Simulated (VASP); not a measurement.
# Cl (Fm-3m) in VASP: further runs

Runs on Cl. Level: PBE. Tasks: single point.

Everything below comes from runs of VASP 6.6.1. Logs are shortened: lines on timing, memory, paths and dates and some standing lists are left out, and cuts for length are marked.

**1. The cell of the first run**

Symmetry: Fm-3m, No. 225, cubic system. Conventional cell: a = 3.238 Å, b = 3.238 Å, c = 3.238 Å, α = 90.00°, β = 90.00°, γ = 90.00°. Cl (site symmetry m-3m) has 12 Cl at 2.29 Å within 3.0 Å.

**2. Single point, PBE (volume scaled by 0.4)**

File INCAR:

```
SYSTEM = Cl
ALGO = Normal
EDIFF = 1E-7
ENCUT = 520
GGA = PE
ISIF = 2
ISMEAR = -1
LASPH = .TRUE.
LCHARG = .FALSE.
LREAL = .FALSE.
LWAVE = .FALSE.
NBANDS = 10
NELM = 100
PREC = Accurate
SIGMA = 0.05
```

File KPOINTS:

```
k-points
0
G
  15 15 15
  0 0 0
```

File POSCAR:

```
Cl
1.0
    0.0000000000      1.6191956864      1.6191956864
    1.6191956864      0.0000000000      1.6191956864
    1.6191956864      1.6191956864      0.0000000000
Cl
1
Direct
    0.0000000000      0.0000000000      0.0000000000
```

Potentials or basis: VASP PAW PBE potentials, release 64 (Cl).

Run with:

```
$ cat potpaw_PBE.64/Cl/POTCAR > POTCAR
$ mpirun -np 1 vasp_std > vasp.out
```

OUTCAR:

```text
SYSTEM = Cl
   EDIFF = 1E-7
   ENCUT = 520
   GGA = PE
   ISIF = 2
   ISMEAR = -1
   LASPH = .TRUE.
   LREAL = .FALSE.
   NELM = 100
   PREC = Accurate

 ion  position               nearest neighbor table
   1  0.000  0.000  0.000-

  LATTYP: Found a face centered cubic cell.
 ALAT       =     3.2383913728

  Lattice vectors:

 A1 = (   0.0000000000,   1.6191956864,   1.6191956864)
 A2 = (   1.6191956864,   0.0000000000,   1.6191956864)
 A3 = (   1.6191956864,   1.6191956864,   0.0000000000)

Analysis of symmetry for initial positions (statically):
=====================================================================
 Subroutine PRICEL returns:
 Original cell was already a primitive cell.

 Routine SETGRP: Setting up the symmetry group for a
 face centered cubic supercell.

 Subroutine GETGRP returns: Found 48 space group operations
 (whereof 48 operations were pure point group operations)
 out of a pool of 48 trial point group operations.

The static configuration has the point symmetry O_h .

Analysis of symmetry for dynamics (positions and initial velocities):
=====================================================================
 Subroutine PRICEL returns:
 Original cell was already a primitive cell.

 Routine SETGRP: Setting up the symmetry group for a
 face centered cubic supercell.

 Subroutine GETGRP returns: Found 48 space group operations
 (whereof 48 operations were pure point group operations)
 out of a pool of 48 trial point group operations.

The dynamic configuration has the point symmetry O_h .

 Subroutine INISYM returns: Found 48 space group operations
 (whereof 48 operations are pure point group operations),
 and found     1 'primitive' translations

----------------------------------------------------------------------------------------

                                     Primitive cell

  volume of cell :       8.4904

  direct lattice vectors                    reciprocal lattice vectors
     0.000000000  1.619195686  1.619195686    -0.308795289  0.308795289  0.308795289
     1.619195686  0.000000000  1.619195686     0.308795289 -0.308795289  0.308795289
     1.619195686  1.619195686  0.000000000     0.308795289  0.308795289 -0.308795289

  length of vectors
     2.289888500  2.289888500  2.289888500     0.534849130  0.534849130  0.534849130

  position of ions in fractional coordinates (direct lattice)
     0.000000000  0.000000000  0.000000000

  ion indices of the primitive-cell ions
   primitive index   ion index
                 1           1

----------------------------------------------------------------------------------------

 KPOINTS: k-points

Automatic generation of k-mesh.
 Grid dimensions read from file:
 generate k-points for:   15   15   15

 Generating k-lattice:

  Cartesian coordinates                     Fractional coordinates (reciprocal lattice)
    -0.020586353  0.020586353  0.020586353     0.066666667  0.000000000  0.000000000
     0.020586353 -0.020586353  0.020586353     0.000000000  0.066666667  0.000000000
     0.020586353  0.020586353 -0.020586353     0.000000000  0.000000000  0.066666667

  Length of vectors
     0.035656609  0.035656609  0.035656609

  Shift w.r.t. Gamma in fractional coordinates (k-lattice)
     0.000000000  0.000000000  0.000000000

 Subroutine IBZKPT returns following result:
 ===========================================

 Found    120 irreducible k-points:

 Following reciprocal coordinates:
            Coordinates               Weight
  0.000000  0.000000  0.000000      1.000000
  0.066667  0.000000  0.000000      8.000000
  0.133333  0.000000  0.000000      8.000000
  0.200000  0.000000  0.000000      8.000000
  0.266667  0.000000  0.000000      8.000000
  0.333333  0.000000  0.000000      8.000000
[... 16 lines left out ...]
  0.133333  0.133333  0.000000      6.000000
  0.200000  0.133333  0.000000     24.000000
 [... further k-points ...]
   k-points           NKPTS =    120   k-points in BZ     NKDIM =    120   number of bands    NBANDS=     10
   number of dos      NEDOS =    301   number of ions     NIONS =      1
   total plane-waves  NPLWV =   5832
   dimension x,y,z NGX =    18 NGY =   18 NGZ =   18
   dimension x,y,z NGXF=    36 NGYF=   36 NGZF=   36
   ions per type =               1
   NGX,Y,Z   is equivalent  to a cutoff of  13.07, 13.07, 13.07 a.u.
   NGXF,Y,Z  is equivalent  to a cutoff of  26.14, 26.14, 26.14 a.u.
 SYSTEM =  Cl
   PREC   = accura    normal or accurate (medium, high low for compatibility)
   ISTART =      0    job   : 0-new  1-cont  2-samecut
   ICHARG =      2    charge: 1-file 2-atom 10-const
   ISPIN  =      1    spin polarized calculation?
   LNONCOLLINEAR =      F non collinear calculations
   LSORBIT =      F    spin-orbit coupling
   LASPH  =      T    aspherical Exc in radial PAW
   ENCUT  =  520.0 eV  38.22 Ry    6.18 a.u.   4.26  4.26  4.26*2*pi/ulx,y,z
   NELM   =    100;   NELMIN=  2; NELMDL= -5     # of ELM steps
   EDIFF  = 0.1E-06   stopping-criterion for ELM
   LREAL  =      F    real-space projection
   EDIFFG = 0.1E-05   stopping-criterion for IOM
   NSW    =      0    number of steps for IOM
   IBRION =     -1    ionic relax: 0-MD 1-quasi-New 2-CG
   NFREE  =      0    steps in history (QN), initial steepest desc. (CG)
   ISIF   =      2    stress and relaxation
   ISYM   =      2    0-nonsym 1-usesym 2-fastsym
   POTIM  = 0.5000    time-step for ionic-motion
   TEBEG  =    0.0;   TEEND  =   0.0 temperature during run
   PSTRESS=    0.0 pullay stress
   NELECT =       7.0000    total number of electrons
   NUPDOWN=      -1.0000    fix difference up-down
   EMIN   =  10.00;   EMAX   =-10.00  energy-range for DOS
   EFERMI =   0.00;   METHOD = LEGACY
   ISMEAR =    -1;   SIGMA  =   0.05  broadening in eV -4-tet -1-fermi 0-gaus
   EFERMI_NEDOS =   21; number of points for ismear=-14 and -15
   IALGO  =     38    algorithm
   IMIX   =      4    mixing-type and parameters
     AMIX     =   0.40;   BMIX     =  1.00
     AMIX_MAG =   1.60;   BMIX_MAG =  1.00
  volume/ion in A,a.u.               =       8.49        57.30
  Fermi-wavevector in a.u.,A,eV,Ry     =   1.535082  2.900884 32.061802  2.356476
  Thomas-Fermi vector in A             =   2.641920
   LORBIT       =      0    0 simple, 1 ext, 2 COOP (PROOUT), +10 PAW based schemes
   GGA     = PE    functional components
[... 5 lines left out ...]
 non-spin polarized calculation
  energy-cutoff  :      520.00
  volume of cell :        8.49
 maximum number of plane-waves:       259
 NGX is ok and might be reduce to    18
   NGX =  9   NGY =  9   NGZ =  9

 number of electron       6.9999999 magnetization

 Free energy of the ion-electron system (eV)
  ---------------------------------------------------
  ext. energy  EPLUGINS =         0.00000000
  ---------------------------------------------------
  free energy    TOTEN  =         3.24150459 eV

  energy without entropy =        3.24496085  energy(sigma->0) =        3.24323272

 E-fermi :  18.3803     XC(G=0): -14.5013

 val. band max:       18.3574229067   @ k =   0.4000   0.2000   0.0667
 cond. band min:      18.3915283801   @ k =   0.4000   0.2667   0.1333
 fundamental gap:      0.0341054734
 Fermi energy:        18.3803228808

 k-point     1 :       0.0000    0.0000    0.0000
  band No.  band energies     occupation
      1      -8.6491      2.00000
      2      22.3772      0.00000
      3      22.3772      0.00000
      4      22.3772      0.00000
      5      30.9906      0.00000
      6      30.9906      0.00000
      7      30.9906      0.00000
      8      39.7429      0.00000
      9      39.7429      0.00000
     10      40.9212      0.00000

 k-point     2 :       0.0667    0.0000    0.0000
  band No.  band energies     occupation
      1      -8.4765      2.00000
      2      21.2218      0.00000
      3      22.1792      0.00000
      4      22.1792      0.00000
      5      30.9667      0.00000
      6      31.3628      0.00000
      7      31.3628      0.00000
      8      39.1415      0.00000
      9      39.1415      0.00000
     10      41.9636      0.00000

 k-point     3 :       0.1333    0.0000    0.0000
  band No.  band energies     occupation
      1      -7.9602      2.00000
      2      18.5078      0.14492
      3      21.6999      0.00000
      4      21.6999      0.00000
      5      30.7856      0.00000
      6      32.1931      0.00000
      7      32.1931      0.00000
      8      38.0565      0.00000
      9      38.0565      0.00000
     10      42.5152      0.00000

 k-point     4 :       0.2000    0.0000    0.0000
  band No.  band energies     occupation
      1      -7.1049      2.00000
      2      15.2277      2.00000
      3      21.1413      0.00000
      4      21.1413      0.00000
      5      30.4758      0.00000
      6      32.5824      0.00000
      7      32.5824      0.00000
      8      37.8827      0.00000
      9      37.8827      0.00000
     10      42.3676      0.00000
[... 222 lines left out ...]
 k-point    22 :      -0.0667    0.0667    0.0000
  band No.  band energies     occupation
      1      -8.1894      2.00000
      2      20.1860      0.00000
      3      20.8148      0.00000
      4      22.3491      0.00000
      5      30.7626      0.00000
      6      31.4535      0.00000
      7      32.5256      0.00000
      8      37.5934      0.00000
      9      38.9236      0.00000
     10      42.7564      0.00000

 k-point    23 :       0.1333    0.1333    0.0000
  band No.  band energies     occupation
      1      -7.7303      2.00000
      2      20.0684      0.00000
      3      20.0684      0.00000
      4      20.3668      0.00000
      5      27.9218      0.00000
      6      33.8422      0.00000
      7      34.3927      0.00000
      8      34.3927      0.00000
      9      40.5864      0.00000
     10      44.3429      0.00000

 k-point    24 :       0.2000    0.1333    0.0000
  band No.  band energies     occupation
      1      -7.1021      2.00000
      2      17.6028      2.00000
      3      19.2906      0.00000
      4      20.2113      0.00000
      5      27.5327      0.00000
      6      32.0074      0.00000
      7      35.4040      0.00000
      8      35.5677      0.00000
      9      40.8305      0.00000
     10      45.6406      0.00000

 [... further k-points ...]
[... 5 lines left out ...]
  --------------------------------------------------------------------------------------
  -------------------------------------------------------------------------------------
  Total       12.4927891     12.4927891     12.4927891     -0.0000000      0.0000000     -0.0000000
  in kB     2357.4472415   2357.4472415   2357.4472415     -0.0000000      0.0000000     -0.0000000
  external PRESSURE =    2357.4472415 kB  Pullay stress =       0.0000000 kB

 VOLUME and BASIS-vectors are now :
 -----------------------------------------------------------------------------
  energy-cutoff  :      520.00
  volume of cell :        8.49
      direct lattice vectors                 reciprocal lattice vectors
     0.000000000  1.619195686  1.619195686    -0.308795289  0.308795289  0.308795289
     1.619195686  0.000000000  1.619195686     0.308795289 -0.308795289  0.308795289
     1.619195686  1.619195686  0.000000000     0.308795289  0.308795289 -0.308795289

 POSITION                                       TOTAL-FORCE (eV/Angst)
 -----------------------------------------------------------------------------------
      0.00000      0.00000      0.00000         0.000000      0.000000     -0.000000
 -----------------------------------------------------------------------------------
    total drift:                               -0.000000      0.000000     -0.000000

  FREE ENERGIE OF THE ION-ELECTRON SYSTEM (eV)
  ---------------------------------------------------
  free  energy   TOTEN  =         3.2415045935 eV

  energy  without entropy=        3.2449608473  energy(sigma->0) =        3.24323272
```

Wall time 20 s (1 thread of AMD EPYC, shared host); peak memory 0.09 GiB.

What came out:

| Property | Result |
| --- | --- |
| Free energy | 3.2415 eV |
| Pressure | 235.7 GPa |

Caveat: an odd number of electrons without spin polarisation forces a metal; a magnetic or distorted state may lie lower.

**3. Single point, PBE (volume scaled by 0.5)**

File INCAR:

```
  PREC = Accurate
  ENCUT = 520
  EDIFF = 1E-6
  ISMEAR = -1
  SIGMA = 0.05
  LREAL = F
  LASPH = T
  NELM = 100
  ALGO = Normal
  ISIF = 2
  LWAVE = F
  LCHARG = T
  GGA = PE
  LELF = T
  LVHAR = T
  NBANDS = 10
```

File KPOINTS:

```
regular mesh
0
Gamma
  15 15 15
```

File POSCAR:

```
Cl
1.0
    0.0000000000      1.7442256783      1.7442256783
    1.7442256783      0.0000000000      1.7442256783
    1.7442256783      1.7442256783      0.0000000000
Cl
1
Direct
    0.0000000000      0.0000000000      0.0000000000
```

Potentials or basis: VASP PAW PBE potentials, release 64 (Cl).

Run with:

```
$ cat potpaw_PBE.64/Cl/POTCAR > POTCAR
$ mpirun -np 1 vasp_std > vasp.out
```

OUTCAR:

```text
PREC = Accurate
   ENCUT = 520
   EDIFF = 1E-6
   ISMEAR = -1
   LREAL = F
   LASPH = T
   NELM = 100
   ISIF = 2
   GGA = PE

 ion  position               nearest neighbor table
   1  0.000  0.000  0.000-

  LATTYP: Found a face centered cubic cell.
 ALAT       =     3.4884513566

  Lattice vectors:

 A1 = (   0.0000000000,   1.7442256783,   1.7442256783)
 A2 = (   1.7442256783,   0.0000000000,   1.7442256783)
 A3 = (   1.7442256783,   1.7442256783,   0.0000000000)

Analysis of symmetry for initial positions (statically):
=====================================================================
 Subroutine PRICEL returns:
 Original cell was already a primitive cell.

 Routine SETGRP: Setting up the symmetry group for a
 face centered cubic supercell.

 Subroutine GETGRP returns: Found 48 space group operations
 (whereof 48 operations were pure point group operations)
 out of a pool of 48 trial point group operations.

The static configuration has the point symmetry O_h .

Analysis of symmetry for dynamics (positions and initial velocities):
=====================================================================
 Subroutine PRICEL returns:
 Original cell was already a primitive cell.

 Routine SETGRP: Setting up the symmetry group for a
 face centered cubic supercell.

 Subroutine GETGRP returns: Found 48 space group operations
 (whereof 48 operations were pure point group operations)
 out of a pool of 48 trial point group operations.

The dynamic configuration has the point symmetry O_h .

 Subroutine INISYM returns: Found 48 space group operations
 (whereof 48 operations are pure point group operations),
 and found     1 'primitive' translations

----------------------------------------------------------------------------------------

[... 111 lines left out ...]
  volume/ion in A,a.u.               =      10.61        71.62
  Fermi-wavevector in a.u.,A,eV,Ry     =   1.425044  2.692942 27.630023  2.030749
  Thomas-Fermi vector in A             =   2.545470
   LORBIT       =      0    0 simple, 1 ext, 2 COOP (PROOUT), +10 PAW based schemes
   GGA     = PE    functional components
   LHFCALC =     F    Hartree Fock is set to
   AEXX    =    0.0000 exact exchange contribution
   IVDW    =     0    specifies the selected vdW correction
   LEPSILON=     F    determine dielectric tensor
   LRPA    =     F    only Hartree local field effects (RPA)
 non-spin polarized calculation
  energy-cutoff  :      520.00
  volume of cell :       10.61
 maximum number of plane-waves:       297
   NGX =  9   NGY =  9   NGZ =  9

 number of electron       7.0000001 magnetization

 Free energy of the ion-electron system (eV)
  ---------------------------------------------------
  ext. energy  EPLUGINS =         0.00000000
  ---------------------------------------------------
  free energy    TOTEN  =         1.04515316 eV

  energy without entropy =        1.05061381  energy(sigma->0) =        1.04788348

 E-fermi :  13.0390     XC(G=0): -13.2250

 val. band max:       13.0212570227   @ k =   0.4000   0.2000   0.0667
 cond. band min:      13.0773183191   @ k =  -0.4000   0.0667   0.0000
 fundamental gap:      0.0560612964
 Fermi energy:        13.0390453154

 k-point     1 :       0.0000    0.0000    0.0000
  band No.  band energies     occupation
      1      -9.9384      2.00000
      2      15.7635      0.00000
      3      15.7635      0.00000
      4      15.7635      0.00000
      5      26.2487      0.00000
      6      26.2487      0.00000
      7      26.2487      0.00000
      8      31.6573      0.00000
      9      33.3947      0.00000
     10      33.3947      0.00000
[... 287 lines left out ...]
 k-point    24 :       0.2000    0.1333    0.0000
  band No.  band energies     occupation
      1      -8.6724      2.00000
      2      12.1391      2.00000
      3      13.7608      0.00000
      4      14.1597      0.00000
      5      23.2658      0.00000
      6      26.9628      0.00000
      7      29.2773      0.00000
      8      29.4856      0.00000
      9      34.3127      0.00000
     10      35.7406      0.00000

 [... further k-points ...]

------------------------ aborting loop because EDIFF is reached ----------------------------------------

  FORCE on cell =-STRESS in cart. coord.  units (eV):
  Direction    XX          YY          ZZ          XY          YZ          ZX
  --------------------------------------------------------------------------------------
  -------------------------------------------------------------------------------------
  Total        7.4345184      7.4345184      7.4345184      0.0000000     -0.0000000      0.0000000
  in kB     1122.3424718   1122.3424718   1122.3424718      0.0000000     -0.0000000      0.0000000
  external PRESSURE =    1122.3424718 kB  Pullay stress =       0.0000000 kB

 VOLUME and BASIS-vectors are now :
 -----------------------------------------------------------------------------
  energy-cutoff  :      520.00
  volume of cell :       10.61
      direct lattice vectors                 reciprocal lattice vectors
     0.000000000  1.744225678  1.744225678    -0.286660153  0.286660153  0.286660153
     1.744225678  0.000000000  1.744225678     0.286660153 -0.286660153  0.286660153
     1.744225678  1.744225678  0.000000000     0.286660153  0.286660153 -0.286660153

 POSITION                                       TOTAL-FORCE (eV/Angst)
 -----------------------------------------------------------------------------------
      0.00000      0.00000      0.00000         0.000000     -0.000000     -0.000000
 -----------------------------------------------------------------------------------
    total drift:                               -0.000000      0.000000     -0.000000

  FREE ENERGIE OF THE ION-ELECTRON SYSTEM (eV)
  ---------------------------------------------------
  free  energy   TOTEN  =         1.0451531575 eV

  energy  without entropy=        1.0506138118  energy(sigma->0) =        1.04788348
```

Wall time 19 s (1 thread of AMD EPYC, shared host); peak memory 0.09 GiB.

Results:

| Item | Value |
| --- | --- |
| Free energy | 1.0452 eV |
| Pressure | 112.2 GPa |

Caveat: an odd number of electrons without spin polarisation forces a metal; a magnetic or distorted state may lie lower.
